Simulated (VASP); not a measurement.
# MgO (P1) in VASP: notebook

The runs below take MgO through single point, with PBEsol.

Everything below comes from runs of VASP 6.6.1. Logs are shortened: lines on timing, memory, paths and dates and some standing lists are left out, and cuts for length are marked.

**1. The cell of the first run**

The typed cell holds 8 atoms: a = 3.255 Å, b = 3.255 Å, c = 10.415 Å, α = 90.00°, β = 90.00°, γ = 120.00°.

**2. Single point, PBEsol (atom 6 (O) moved by -0.130 Å along [1 0 0] and +0.130 Å along [0 0 1])**

INCAR reads:

```
ALGO = Normal
EDIFF = 1E-7
ENCUT = 520
GGA = PS
ISIF = 2
ISMEAR = 0
LASPH = True
LCHARG = False
LREAL = False
LWAVE = False
NBANDS = 26
NELM = 100
PREC = Accurate
SIGMA = 0.05
```

KPOINTS reads:

```
k-points
0
Gamma
  9 9 4
```

POSCAR reads:

```
MgO
1.0
    3.2553371795      0.0000000000      0.0000000000
   -1.6276685897      2.8192046953      0.0000000000
    0.0000000000      0.0000000000     10.4149514991
Mg O
4 4
Direct
    0.3333333333      0.6666666667      0.9695963559
    0.0000000000      0.0000000000      0.2209473890
    0.0000000000      0.0000000000      0.7209473890
    0.6666666667      0.3333333333      0.4695963559
    0.3333333333      0.6666666667      0.7799156657
   -0.0399344193      0.0000000000      0.5420208246
    0.0000000000      0.0000000000      0.0295387694
    0.6666666667      0.3333333333      0.2799156657
```

Potentials or basis: VASP PAW PBE potentials, release 64 (Mg, O).

The run is started by

```sh
> cat potpaw_PBE.64/Mg/POTCAR potpaw_PBE.64/O/POTCAR > POTCAR
> mpirun -np 1 vasp_std > vasp.out
```

OUTCAR:

```text
EDIFF = 1E-7
   ENCUT = 520
   GGA = PS
   ISIF = 2
   ISMEAR = 0
   LASPH = True
   LREAL = False
   NELM = 100
   PREC = Accurate

 ion  position               nearest neighbor table
   1  0.333  0.667  0.970-   5 1.98   7 1.98   7 1.98   7 1.98   3 3.20   3 3.20   3 3.20   2 3.22
                             2 3.22   2 3.22
   2  0.000  0.000  0.221-   8 1.98   8 1.98   8 1.98   7 1.99   4 3.20   4 3.20   4 3.20   1 3.22
                             1 3.22   1 3.22
   3  0.000  0.000  0.721-   6 1.87   5 1.98   5 1.98   5 1.98   1 3.20   1 3.20   1 3.20   4 3.22
                             4 3.22   4 3.22
   4  0.667  0.333  0.470-   6 1.92   8 1.98   6 2.03   6 2.13   2 3.20   2 3.20   2 3.20   3 3.22
                             3 3.22   3 3.22
   5  0.333  0.667  0.780-   1 1.98   3 1.98   3 1.98   3 1.98
   6  0.960  0.000  0.542-   3 1.87   4 1.92   4 2.03   4 2.13
   7  0.000  0.000  0.030-   1 1.98   1 1.98   1 1.98   2 1.99
   8  0.667  0.333  0.280-   4 1.98   2 1.98   2 1.98   2 1.98

  LATTYP: Found a hexagonal cell.
 ALAT       =     3.2553371795
 C/A-ratio  =     3.1993464655

  Lattice vectors:

 A1 = (   3.2553371795,   0.0000000000,   0.0000000000)
 A2 = (  -1.6276685897,   2.8192046953,   0.0000000000)
 A3 = (   0.0000000000,   0.0000000000,  10.4149514991)

Analysis of symmetry for initial positions (statically):
=====================================================================
 Subroutine PRICEL returns:
 Original cell was already a primitive cell.

 Routine SETGRP: Setting up the symmetry group for a
 hexagonal supercell.

 Subroutine GETGRP returns: Found  1 space group operations
 (whereof  1 operations were pure point group operations)
 out of a pool of 24 trial point group operations.

The static configuration has the point symmetry C_1 .

Analysis of symmetry for dynamics (positions and initial velocities):
=====================================================================
 Subroutine PRICEL returns:
 Original cell was already a primitive cell.

 Routine SETGRP: Setting up the symmetry group for a
 hexagonal supercell.

 Subroutine GETGRP returns: Found  1 space group operations
 (whereof  1 operations were pure point group operations)
 out of a pool of 24 trial point group operations.

The dynamic configuration has the point symmetry C_1 .

 Subroutine INISYM returns: Found  1 space group operations
 (whereof  1 operations are pure point group operations),
 and found     1 'primitive' translations
[... 106 lines left out ...]
   NELM   =    100;   NELMIN=  2; NELMDL= -5     # of ELM steps
   EDIFF  = 0.1E-06   stopping-criterion for ELM
   LREAL  =      F    real-space projection
   EDIFFG = 0.1E-05   stopping-criterion for IOM
   NSW    =      0    number of steps for IOM
   IBRION =     -1    ionic relax: 0-MD 1-quasi-New 2-CG
   NFREE  =      0    steps in history (QN), initial steepest desc. (CG)
   ISIF   =      2    stress and relaxation
   ISYM   =      2    0-nonsym 1-usesym 2-fastsym
   POTIM  = 0.5000    time-step for ionic-motion
   TEBEG  =    0.0;   TEEND  =   0.0 temperature during run
   PSTRESS=    0.0 pullay stress
   NELECT =      32.0000    total number of electrons
   NUPDOWN=      -1.0000    fix difference up-down
   EMIN   =  10.00;   EMAX   =-10.00  energy-range for DOS
   EFERMI =   0.00;   METHOD = LEGACY
   ISMEAR =     0;   SIGMA  =   0.05  broadening in eV -4-tet -1-fermi 0-gaus
   EFERMI_NEDOS =   21; number of points for ismear=-14 and -15
   IALGO  =     38    algorithm
   IMIX   =      4    mixing-type and parameters
     AMIX     =   0.40;   BMIX     =  1.00
     AMIX_MAG =   1.60;   BMIX_MAG =  1.00
  volume/ion in A,a.u.               =      11.95        80.63
  Fermi-wavevector in a.u.,A,eV,Ry     =   1.136750  2.148146 17.581449  1.292200
  Thomas-Fermi vector in A             =   2.273455
   LORBIT       =      0    0 simple, 1 ext, 2 COOP (PROOUT), +10 PAW based schemes
   GGA     = PS    functional components
   LHFCALC =     F    Hartree Fock is set to
   AEXX    =    0.0000 exact exchange contribution
   IVDW    =     0    specifies the selected vdW correction
   LEPSILON=     F    determine dielectric tensor
   LRPA    =     F    only Hartree local field effects (RPA)
 non-spin polarized calculation
 Gauss-broadening in eV      SIGMA  =   0.05
  energy-cutoff  :      520.00
  volume of cell :       95.58
 maximum number of plane-waves:      2616
   NGX = 13   NGY = 13   NGZ = 39

 number of electron      32.0000021 magnetization

 Free energy of the ion-electron system (eV)
  ---------------------------------------------------
  ext. energy  EPLUGINS =         0.00000000
  ---------------------------------------------------
  free energy    TOTEN  =       -48.74473404 eV

  energy without entropy =      -48.74473404  energy(sigma->0) =      -48.74473404

 E-fermi :   1.1323     XC(G=0):  -9.9275

 val. band max:        0.9260613487   @ k =   0.0000   0.0000   0.0000
 cond. band min:       4.1071462538   @ k =   0.0000   0.0000   0.0000
 fundamental gap:      3.1810849051
 Fermi energy:         1.1322581664

 k-point     1 :       0.0000    0.0000    0.0000
  band No.  band energies     occupation
      1     -15.3446      2.00000
      2     -14.8650      2.00000
      3     -14.8292      2.00000
      4     -14.2775      2.00000
      5      -2.4860      2.00000
      6      -1.2613      2.00000
[... 685 lines left out ...]
     25      13.4715      0.00000
     26      14.0171      0.00000

 [... further k-points ...]
[... 5 lines left out ...]
  --------------------------------------------------------------------------------------
  -------------------------------------------------------------------------------------
  Total       -0.3560041     -0.5032661      1.5904560     -0.4971551     -0.1789501      0.6501932
  in kB       -5.9674081     -8.4358416     26.6595244     -8.3334079     -2.9995950     10.8986612
  external PRESSURE =       4.0854249 kB  Pullay stress =       0.0000000 kB

 VOLUME and BASIS-vectors are now :
 -----------------------------------------------------------------------------
  energy-cutoff  :      520.00
  volume of cell :       95.58
      direct lattice vectors                 reciprocal lattice vectors
     3.255337180  0.000000000  0.000000000     0.307187841  0.177354983  0.000000000
    -1.627668590  2.819204695  0.000000000     0.000000000  0.354709965  0.000000000
     0.000000000  0.000000000 10.414951499     0.000000000  0.000000000  0.096015810

 POSITION                                       TOTAL-FORCE (eV/Angst)
 -----------------------------------------------------------------------------------
     -0.00000      1.87947     10.09830        -0.000989     -0.000213     -0.274854
      0.00000      0.00000      2.30116        -0.009627      0.000027     -0.287719
      0.00000      0.00000      7.50863         0.005494      0.000078      1.095766
      1.62767      0.93973      4.89082        -0.838281      0.204246      0.696665
     -0.00000      1.87947      8.12278        -0.033106     -0.006244      0.288303
      3.12534      0.00000      5.64512         0.899070     -0.200704     -2.069361
      0.00000      0.00000      0.30764         0.000399     -0.000043      0.281501
      1.62767      0.93973      2.91531        -0.022960      0.002854      0.269699
 -----------------------------------------------------------------------------------
    total drift:                               -0.000286      0.000019     -0.001808

  FREE ENERGIE OF THE ION-ELECTRON SYSTEM (eV)
  ---------------------------------------------------
  free  energy   TOTEN  =       -48.7447340389 eV

  energy  without entropy=      -48.7447340389  energy(sigma->0) =      -48.74473404
```

stdout:

```text
POSCAR found type information on POSCAR MgO
 POSCAR found :  2 types and       8 ions
 scaLAPACK will be used
 -----------------------------------------------------------------------------
|                                                                             |
|                                                                             |
|     You enforced a specific xc type in the INCAR file but a different       |
|     I HOPE YOU KNOW WHAT YOU ARE DOING!                                     |
|                                                                             |
 -----------------------------------------------------------------------------

 LDA part: xc-table for (Slater+PW92), standard interpolation
 POSCAR, INCAR and KPOINTS ok, starting setup
 FFT: planning ... GRIDC
 FFT: planning ... GRID_SOFT
 FFT: planning ... GRID
 WAVECAR not read
 entering main loop
```

Run time: 10 min. Hardware: 1 thread of Oxide Virtual Turin-like, shared host; peak memory 0.4 GiB.

What came out:

```yaml
Free_energy: -48.7447 eV
Pressure: 0.4 GPa
Largest_force: 2.265 eV/Å
Band_gap_on_the_k_mesh: 3.18 eV, direct
```

Forces in eV/Å, atoms in the order of the input:
```
Mg  -0.001  0.000 -0.275
Mg  -0.010  0.000 -0.288
Mg   0.005  0.000  1.096
Mg  -0.838  0.204  0.697
O   -0.033 -0.006  0.288
O    0.899 -0.201 -2.069
O    0.000  0.000  0.282
O   -0.023  0.003  0.270
```

Caveat: the cell differs from its parent crystal (atom 6 (O) moved by -0.130 Å along [1 0 0] and +0.130 Å along [0 0 1]); the PAW data sets were made with another functional, which shifts forces and pressure a little. A k mesh can miss the band edges.

(Continued in part 2 of 2.)
